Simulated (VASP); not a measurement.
# MgSc2Br (P-4m2) in VASP: further runs

Runs on MgSc2Br. Level: PBE. Tasks: single point, relaxation of cell and atoms.

Everything below comes from runs of VASP 6.6.1. Logs are shortened: lines on timing, memory, paths and dates and some standing lists are left out, and cuts for length are marked.

## Step 1: The cell of the first run

Symmetry: P-4m2, No. 115, tetragonal system. The conventional cell has a = 4.143 Å, b = 4.143 Å, c = 5.850 Å, α = 90.00°, β = 90.00°, γ = 90.00°. Mg (site symmetry -4m2) has 4 Sc at 2.49 Å within 3.3 Å. Sc (site symmetry 2mm) has 2 Mg at 2.49 Å and 2 Br at 2.58 Å within 3.3 Å. Br (site symmetry -4m2) has 4 Sc at 2.58 Å within 3.4 Å.

The cell was generated, and may not be a known phase.

## Step 2: Single point, PBE

The input, INCAR:

```
PREC = Accurate
ENCUT = 520
EDIFF = 1E-6
ISMEAR = 0
SIGMA = 0.1
LREAL = F
LASPH = T
NELM = 60
ALGO = Normal
ISIF = 2
LWAVE = F
LCHARG = F
GGA = PE
NBANDS = 24
```

The input, KPOINTS:

```
regular mesh
0
Gamma
  4 4 4
```

The input, POSCAR:

```
MgSc2Br
1.0
    4.1426477800      0.0000000000      0.0000000000
    0.0000000000      4.1426477800      0.0000000000
    0.0000000000      0.0000000000      5.8499590700
Mg Sc Br
1 2 1
Direct
    0.0000000000      0.0000000000      0.5000000000
    0.5000000000      0.0000000000      0.7375689700
    0.0000000000      0.5000000000      0.2624310300
    0.5000000000      0.5000000000      0.0000000000
```

Potentials or basis: VASP PAW PBE potentials, release 64 (Mg, Sc_sv, Br).

Run with:

```
$ cat potpaw_PBE.64/Mg/POTCAR potpaw_PBE.64/Sc_sv/POTCAR potpaw_PBE.64/Br/POTCAR > POTCAR
$ mpirun -np 1 vasp_std > vasp.out
```

OUTCAR:

```text
PREC = Accurate
   ENCUT = 520
   EDIFF = 1E-6
   ISMEAR = 0
   LREAL = F
   LASPH = T
   NELM = 60
   ISIF = 2
   GGA = PE

 ion  position               nearest neighbor table
   1  0.000  0.000  0.500-   2 2.49   3 2.49   3 2.49   2 2.49
   2  0.500  0.000  0.738-   1 2.49   1 2.49   4 2.58   4 2.58
   3  0.000  0.500  0.262-   1 2.49   1 2.49   4 2.58   4 2.58
   4  0.500  0.500  0.000-   2 2.58   3 2.58   2 2.58   3 2.58

  LATTYP: Found a simple tetragonal cell.
 ALAT       =     4.1426477800
 C/A-ratio  =     1.4121304491

  Lattice vectors:

 A1 = (   4.1426477800,   0.0000000000,   0.0000000000)
 A2 = (   0.0000000000,   4.1426477800,   0.0000000000)
 A3 = (   0.0000000000,   0.0000000000,   5.8499590700)

Analysis of symmetry for initial positions (statically):
=====================================================================
 Subroutine PRICEL returns:
 Original cell was already a primitive cell.

 Routine SETGRP: Setting up the symmetry group for a
 simple tetragonal supercell.

 Subroutine GETGRP returns: Found  8 space group operations
 (whereof  8 operations were pure point group operations)
 out of a pool of 16 trial point group operations.

The static configuration has the point symmetry D_2d.

Analysis of symmetry for dynamics (positions and initial velocities):
=====================================================================
 Subroutine PRICEL returns:
 Original cell was already a primitive cell.

 Routine SETGRP: Setting up the symmetry group for a
 simple tetragonal supercell.

 Subroutine GETGRP returns: Found  8 space group operations
 (whereof  8 operations were pure point group operations)
 out of a pool of 16 trial point group operations.

The dynamic configuration has the point symmetry D_2d.

 Subroutine INISYM returns: Found  8 space group operations
 (whereof  8 operations are pure point group operations),
 and found     1 'primitive' translations

----------------------------------------------------------------------------------------

                                     Primitive cell

  volume of cell :     100.3943

  direct lattice vectors                    reciprocal lattice vectors
     4.142647780  0.000000000  0.000000000     0.241391509  0.000000000  0.000000000
     0.000000000  4.142647780  0.000000000     0.000000000  0.241391509  0.000000000
     0.000000000  0.000000000  5.849959070     0.000000000  0.000000000  0.170941367

  length of vectors
     4.142647780  4.142647780  5.849959070     0.241391509  0.241391509  0.170941367

  position of ions in fractional coordinates (direct lattice)
     0.000000000  0.000000000  0.500000000
     0.500000000  0.000000000  0.737568970
     0.000000000  0.500000000  0.262431030
     0.500000000  0.500000000  0.000000000

  ion indices of the primitive-cell ions
   primitive index   ion index
                 1           1
                 2           2
                 3           3
                 4           4

----------------------------------------------------------------------------------------

 KPOINTS: regular mesh

Automatic generation of k-mesh.
 Grid dimensions read from file:
 generate k-points for:    4    4    4

 Generating k-lattice:

  Cartesian coordinates                     Fractional coordinates (reciprocal lattice)
     0.060347877  0.000000000  0.000000000     0.250000000  0.000000000  0.000000000
     0.000000000  0.060347877  0.000000000     0.000000000  0.250000000  0.000000000
     0.000000000  0.000000000  0.042735342     0.000000000  0.000000000  0.250000000

  Length of vectors
     0.060347877  0.060347877  0.042735342

  Shift w.r.t. Gamma in fractional coordinates (k-lattice)
     0.000000000  0.000000000  0.000000000

 Subroutine IBZKPT returns following result:
 ===========================================

 Found     18 irreducible k-points:

 Following reciprocal coordinates:
            Coordinates               Weight
  0.000000  0.000000  0.000000      1.000000
  0.250000  0.000000  0.000000      4.000000
  0.500000  0.000000  0.000000      2.000000
  0.250000  0.250000  0.000000      4.000000
  0.500000  0.250000  0.000000      4.000000
  0.500000  0.500000  0.000000      1.000000
[... 10 lines left out ...]
  0.500000  0.250000  0.500000      4.000000
  0.500000  0.500000  0.500000      1.000000
   k-points           NKPTS =     18   k-points in BZ     NKDIM =     18   number of bands    NBANDS=     24
   number of dos      NEDOS =    301   number of ions     NIONS =      4
   total plane-waves  NPLWV =  49152
   dimension x,y,z NGX =    32 NGY =   32 NGZ =   48
   dimension x,y,z NGXF=    64 NGYF=   64 NGZF=   96
   ions per type =               1   2   1
   NGX,Y,Z   is equivalent  to a cutoff of  12.84, 12.84, 13.64 a.u.
   NGXF,Y,Z  is equivalent  to a cutoff of  25.68, 25.68, 27.28 a.u.
 SYSTEM =  unknown system
   PREC   = accura    normal or accurate (medium, high low for compatibility)
   ISTART =      0    job   : 0-new  1-cont  2-samecut
   ICHARG =      2    charge: 1-file 2-atom 10-const
   ISPIN  =      1    spin polarized calculation?
   LNONCOLLINEAR =      F non collinear calculations
   LSORBIT =      F    spin-orbit coupling
   LASPH  =      T    aspherical Exc in radial PAW
   ENCUT  =  520.0 eV  38.22 Ry    6.18 a.u.   7.70  7.70 10.88*2*pi/ulx,y,z
   NELM   =     60;   NELMIN=  2; NELMDL= -5     # of ELM steps
   EDIFF  = 0.1E-05   stopping-criterion for ELM
   LREAL  =      F    real-space projection
   EDIFFG = 0.1E-04   stopping-criterion for IOM
   NSW    =      0    number of steps for IOM
   IBRION =     -1    ionic relax: 0-MD 1-quasi-New 2-CG
   NFREE  =      0    steps in history (QN), initial steepest desc. (CG)
   ISIF   =      2    stress and relaxation
   ISYM   =      2    0-nonsym 1-usesym 2-fastsym
   POTIM  = 0.5000    time-step for ionic-motion
   TEBEG  =    0.0;   TEEND  =   0.0 temperature during run
   PSTRESS=    0.0 pullay stress
   NELECT =      31.0000    total number of electrons
   NUPDOWN=      -1.0000    fix difference up-down
   EMIN   =  10.00;   EMAX   =-10.00  energy-range for DOS
   EFERMI =   0.00;   METHOD = LEGACY
   ISMEAR =     0;   SIGMA  =   0.10  broadening in eV -4-tet -1-fermi 0-gaus
   EFERMI_NEDOS =   21; number of points for ismear=-14 and -15
   IALGO  =     38    algorithm
   IMIX   =      4    mixing-type and parameters
     AMIX     =   0.40;   BMIX     =  1.00
     AMIX_MAG =   1.60;   BMIX_MAG =  1.00
  volume/ion in A,a.u.               =      25.10       169.37
  Fermi-wavevector in a.u.,A,eV,Ry     =   1.106520  2.091019 16.658778  1.224386
  Thomas-Fermi vector in A             =   2.243022
   LORBIT       =      0    0 simple, 1 ext, 2 COOP (PROOUT), +10 PAW based schemes
   GGA     = PE    functional components
   LHFCALC =     F    Hartree Fock is set to
   AEXX    =    0.0000 exact exchange contribution
   IVDW    =     0    specifies the selected vdW correction
   LEPSILON=     F    determine dielectric tensor
   LRPA    =     F    only Hartree local field effects (RPA)
 non-spin polarized calculation
 Gauss-broadening in eV      SIGMA  =   0.10
  energy-cutoff  :      520.00
  volume of cell :      100.39
 maximum number of plane-waves:      2725
 NGX is ok and might be reduce to    32
   NGX = 15   NGY = 15   NGZ = 21

 number of electron      30.9999993 magnetization

 Free energy of the ion-electron system (eV)
  ---------------------------------------------------
  ext. energy  EPLUGINS =         0.00000000
  ---------------------------------------------------
  free energy    TOTEN  =       -13.41630838 eV

  energy without entropy =      -13.40428159  energy(sigma->0) =      -13.41029498

 E-fermi :   3.5216     XC(G=0):  -9.1223

 val. band max:        3.5119566174   @ k =   0.5000   0.2500   0.0000
 cond. band min:       3.6039648171   @ k =   0.5000   0.2500   0.0000
 fundamental gap:      0.0920081997
 Fermi energy:         3.5216355271

 k-point     1 :       0.0000    0.0000    0.0000
  band No.  band energies     occupation
      1     -46.4126      2.00000
      2     -46.4082      2.00000
      3     -25.1556      2.00000
      4     -25.1365      2.00000
      5     -25.1365      2.00000
      6     -25.0987      2.00000
[... 16 lines left out ...]
     23       5.4682      0.00000
     24       6.3275      0.00000

 k-point     2 :       0.2500    0.0000    0.0000
  band No.  band energies     occupation
      1     -46.4114      2.00000
      2     -46.4083      2.00000
      3     -25.1623      2.00000
      4     -25.1381      2.00000
      5     -25.1354      2.00000
      6     -25.1039      2.00000
[... 16 lines left out ...]
     23       6.1171      0.00000
     24       7.1813      0.00000

 k-point     3 :       0.5000    0.0000    0.0000
  band No.  band energies     occupation
      1     -46.4095      2.00000
      2     -46.4092      2.00000
      3     -25.1779      2.00000
      4     -25.1343      2.00000
      5     -25.1221      2.00000
      6     -25.1178      2.00000
[... 16 lines left out ...]
     23       6.0719      0.00000
     24       6.5313      0.00000

 k-point     4 :       0.2500    0.2500    0.0000
  band No.  band energies     occupation
      1     -46.4104      2.00000
      2     -46.4083      2.00000
      3     -25.1729      2.00000
      4     -25.1416      2.00000
      5     -25.1311      2.00000
      6     -25.1067      2.00000
[... 16 lines left out ...]
     23       6.2862      0.00000
     24       7.2186      0.00000

 k-point     5 :       0.5000    0.2500    0.0000
  band No.  band energies     occupation
      1     -46.4089      2.00000
      2     -46.4087      2.00000
      3     -25.1877      2.00000
      4     -25.1428      2.00000
      5     -25.1179      2.00000
      6     -25.1163      2.00000
[... 16 lines left out ...]
     23       6.0335      0.00000
     24       6.3074      0.00000

 k-point     6 :       0.5000    0.5000    0.0000
  band No.  band energies     occupation
      1     -46.4083      2.00000
      2     -46.4083      2.00000
      3     -25.2008      2.00000
      4     -25.1468      2.00000
      5     -25.1148      2.00000
      6     -25.1148      2.00000
[... 16 lines left out ...]
     23       5.5758      0.00000
     24       6.0412      0.00000
[... 217 lines left out ...]
 k-point    15 :       0.5000    0.0000    0.5000
  band No.  band energies     occupation
      1     -46.4095      2.00000
      2     -46.4092      2.00000
      3     -25.1880      2.00000
      4     -25.1343      2.00000
      5     -25.1237      2.00000
      6     -25.1121      2.00000
[... 16 lines left out ...]
     23       5.8430      0.00000
     24       6.3422      0.00000

 k-point    16 :       0.2500    0.2500    0.5000
  band No.  band energies     occupation
      1     -46.4095      2.00000
      2     -46.4092      2.00000
      3     -25.1717      2.00000
      4     -25.1494      2.00000
      5     -25.1173      2.00000
      6     -25.1164      2.00000
[... 16 lines left out ...]
     23       6.3645      0.00000
     24       6.3873      0.00000

 k-point    17 :       0.5000    0.2500    0.5000
  band No.  band energies     occupation
      1     -46.4089      2.00000
      2     -46.4087      2.00000
      3     -25.1855      2.00000
      4     -25.1501      2.00000
      5     -25.1196      2.00000
      6     -25.1130      2.00000
[... 16 lines left out ...]
     23       5.9699      0.00000
     24       6.7566      0.00000

 k-point    18 :       0.5000    0.5000    0.5000
  band No.  band energies     occupation
      1     -46.4083      2.00000
      2     -46.4083      2.00000
      3     -25.1879      2.00000
      4     -25.1597      2.00000
      5     -25.1150      2.00000
      6     -25.1150      2.00000
[... 16 lines left out ...]
     23       5.7708      0.00000
     24       6.0236      0.00000

------------------------ aborting loop because EDIFF is reached ----------------------------------------

  FORCE on cell =-STRESS in cart. coord.  units (eV):
  Direction    XX          YY          ZZ          XY          YZ          ZX
  --------------------------------------------------------------------------------------
  -------------------------------------------------------------------------------------
  Total        6.3901729      6.3901729      7.8745279      0.0000000      0.0000000     -0.0000000
  in kB      101.9798438    101.9798438    125.6684507      0.0000000      0.0000000     -0.0000000
  external PRESSURE =     109.8760461 kB  Pullay stress =       0.0000000 kB

 VOLUME and BASIS-vectors are now :
 -----------------------------------------------------------------------------
  energy-cutoff  :      520.00
  volume of cell :      100.39
      direct lattice vectors                 reciprocal lattice vectors
     4.142647780  0.000000000  0.000000000     0.241391509  0.000000000  0.000000000
     0.000000000  4.142647780  0.000000000     0.000000000  0.241391509  0.000000000
     0.000000000  0.000000000  5.849959070     0.000000000  0.000000000  0.170941367

 POSITION                                       TOTAL-FORCE (eV/Angst)
 -----------------------------------------------------------------------------------
      0.00000      0.00000      2.92498         0.000000      0.000000      0.000000
      2.07132      0.00000      4.31475        -0.000000      0.000000      1.348438
      0.00000      2.07132      1.53521         0.000000      0.000000     -1.348438
      2.07132      2.07132      0.00000        -0.000000      0.000000      0.000000
 -----------------------------------------------------------------------------------
    total drift:                                0.000000     -0.000000     -0.000000

  FREE ENERGIE OF THE ION-ELECTRON SYSTEM (eV)
  ---------------------------------------------------
  free  energy   TOTEN  =       -13.4163083828 eV

  energy  without entropy=      -13.4042815856  energy(sigma->0) =      -13.41029498
```

It took 17 s on 1 thread of Intel Xeon 6975P-C (Granite Rapids), shared host; peak memory 0.23 GiB.

Results:

```yaml
Free_energy: -13.4163 eV
Pressure: 11.0 GPa
Largest_force: 1.348 eV/Å
Band_gap_on_the_k_mesh: zero (an odd number of electrons rules out a gap without spin polarisation)
```

Forces on the atoms (eV/Å):
```
Mg   0.000  0.000  0.000
Sc   0.000  0.000  1.348
Sc   0.000  0.000 -1.348
Br   0.000  0.000  0.000
```

Levels at points of the mesh, in eV from the Fermi level:
```tsv
k point	band 11	band 12	band 13	band 14	band 15	band 16	band 17	band 18	band 19	band 20
(0.00, 0.00, 0.00)	-5.72	-5.72	-4.21	-0.92	-0.44	0.81	0.81	1.17	1.20	1.56
(0.50, 0.00, 0.00)	-6.08	-5.65	-2.55	-1.62	-0.28	0.64	0.77	0.86	1.02	1.10
(0.50, 0.50, 0.00)	-6.42	-5.73	-1.56	-0.48	-0.47	-0.47	-0.35	1.72	1.83	1.83
(0.00, 0.00, 0.50)	-5.73	-5.73	-3.29	-1.77	0.15	0.38	0.58	0.58	1.49	1.54
(0.50, 0.00, 0.50)	-6.19	-5.67	-2.79	-1.08	-0.37	0.19	1.10	1.25	1.29	1.71
(0.50, 0.50, 0.50)	-6.34	-5.76	-1.57	-0.86	-0.86	-0.56	-0.30	1.38	1.38	1.88
```

Caveat: the k points lie up to 0.38 Å⁻¹ apart, too coarse for converged energies and pressures of a metal; forces of over 1 eV/Å act on the atoms, so gaps and moduli don't describe the material at rest.

## Step 3: Single point, PBE

This run uses another cell than the first one, of 26.46 Å³/atom.

The input, INCAR:

```
SYSTEM = MgSc2Br
ALGO = Normal
EDIFF = 1E-7
ENCUT = 520
GGA = PE
ISIF = 2
ISMEAR = 0
LASPH = .True.
LCHARG = .False.
LREAL = .False.
LWAVE = .False.
NBANDS = 24
NELM = 80
PREC = Accurate
SIGMA = 0.1
```

The input, KPOINTS:

```
k-points
0
Gamma
  4 4 4
  0 0 0
```

The input, POSCAR:

```
MgSc2Br
1.0
    3.2706007850      0.0000000000      0.0000000000
    0.0000000000      3.2706007850      0.0000000000
    0.0000000000      0.0000000000      9.8936112368
Mg Sc Br
1 2 1
Direct
    0.0000000000      0.0000000000      0.5000000000
    0.5000000000      0.0000000000      0.7749390937
    0.0000000000      0.5000000000      0.2250609063
    0.5000000000      0.5000000000      0.0000000000
```

Potentials or basis: VASP PAW PBE potentials, release 64 (Mg, Sc_sv, Br).

Run with:

```
$ cat potpaw_PBE.64/Mg/POTCAR potpaw_PBE.64/Sc_sv/POTCAR potpaw_PBE.64/Br/POTCAR > POTCAR
$ mpirun -np 1 vasp_std > vasp.out
```

It took 20 s on 1 thread of Intel Xeon 6975P-C (Granite Rapids), shared host; peak memory 0.22 GiB.

It converged, with:

```yaml
Free_energy: -16.0431 eV
Pressure: 0.0 GPa
Largest_force: 0.017 eV/Å
Band_gap_on_the_k_mesh: zero (an odd number of electrons rules out a gap without spin polarisation)
```

Forces in eV/Å, atoms in the order of the input:
```
Mg   0.000  0.000  0.000
Sc   0.000  0.000 -0.017
Sc   0.000  0.000  0.017
Br   0.000  0.000  0.000
```

Stress tensor (GPa, compression positive):
```
0.00 0.00 0.00
0.00 0.00 0.00
0.00 0.00 0.09
```

Levels at points of the mesh, in eV from the Fermi level:
```
           k point  band 12  band 13  band 14  band 15  band 16  band 17  band 18  band 19  band 20  band 21
(0.00, 0.00, 0.00)    -3.44    -3.44    -2.43    -1.79    -0.46    -0.10     0.00     1.85     1.85     2.26
(0.50, 0.00, 0.00)    -2.94    -2.10    -1.55    -0.80    -0.31     0.24     0.49     0.50     1.69     1.71
(0.50, 0.50, 0.00)    -5.55    -0.85    -0.85    -0.46     0.36     0.70     0.89     0.89     1.25     1.69
(0.00, 0.00, 0.50)    -3.44    -3.44    -3.22    -1.17    -0.49    -0.04     0.01     1.82     1.82     2.44
(0.50, 0.00, 0.50)    -2.94    -2.09    -1.57    -0.83    -0.25     0.14     0.46     0.72     1.70     1.70
(0.50, 0.50, 0.50)    -5.55    -0.92    -0.92    -0.29    -0.03     1.05     1.09     1.16     1.16     1.88
```

Caveat: the k points lie up to 0.48 Å⁻¹ apart, too coarse for converged energies and pressures of a metal.

(Part 1 of 2 ends here.)

The gap in the log of VASP goes by the Fermi energy; the results here count the filled bands.